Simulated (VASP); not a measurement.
Write the native input for VASP 6.6.1 that does the following.

```
Task                   : single point
Functional             : PBE
Potentials or basis    : VASP PAW PBE potentials, release 64 (Al, Rh_pv)
Cutoff                 : 500 eV
k mesh                 : 4 × 4 × 6
Occupations            : gaussian, width 0.1 eV
Spin                   : collinear spin, ferromagnetic start
Starting moments       : [0.0, 0.0, 0.0, 0.0, 1.0, 1.0] μB
Dipole correction      : no
Further INCAR settings : ALGO = Normal; EDIFF = 1e-06; NBANDS = 34
```

The structure of Al2Rh lies in POSCAR:

```
Al2Rh
1.0
    6.2712143042      0.0000000000      0.0000000000
    0.0000000000      6.2712143042      0.0000000000
    0.0000000000      0.0000000000      2.8904271464
Al Rh
4 2
Direct
    0.2743939839      0.2743939839      0.0000000000
    0.2256060161      0.7743939839      0.5000000000
    0.7256060161      0.7256060161      0.0000000000
    0.7743939839      0.2256060161      0.5000000000
    0.0000000000      0.0000000000      0.0000000000
    0.5000000000      0.5000000000      0.5000000000
```

The cell was generated, and may not be a known phase.

One way to write it, as run:

INCAR

```
ALGO = Normal
EDIFF = 1E-6
ENCUT = 500
GGA = PE
GGA_COMPAT = F
ISIF = 2
ISMEAR = 0
ISPIN = 2
LASPH = T
LCHARG = F
LMAXMIX = 4
LORBIT = 11
LREAL = F
LWAVE = F
MAGMOM = 0 0 0 0 1 1
NBANDS = 34
NELM = 200
PREC = Accurate
SIGMA = 0.1
```

KPOINTS

```
k-points
0
Gamma
  4 4 6
```

Potentials or basis: VASP PAW PBE potentials, release 64 (Al, Rh_pv).

The run is started by

```bash
$ cat potpaw_PBE.64/Al/POTCAR potpaw_PBE.64/Rh_pv/POTCAR > POTCAR
$ mpirun -np 1 vasp_std > vasp.out
```

Results of the run:

- Pressure: -0.1 GPa
- Largest force: 0.005 eV/Å
- Band gap on the k mesh: zero (filled and empty bands overlap)
- Net moment: 0.00 μB per cell
- Valence electrons inside the program's atomic spheres: Al 0.78; Rh 14.07

Caveat: the k points lie up to 0.36 Å⁻¹ apart, too coarse for converged energies and pressures of a metal.

Run time: 4.1 min on 1 thread of Oxide Virtual Turin-like Processor, on a shared host, peak memory 0.29 GiB.
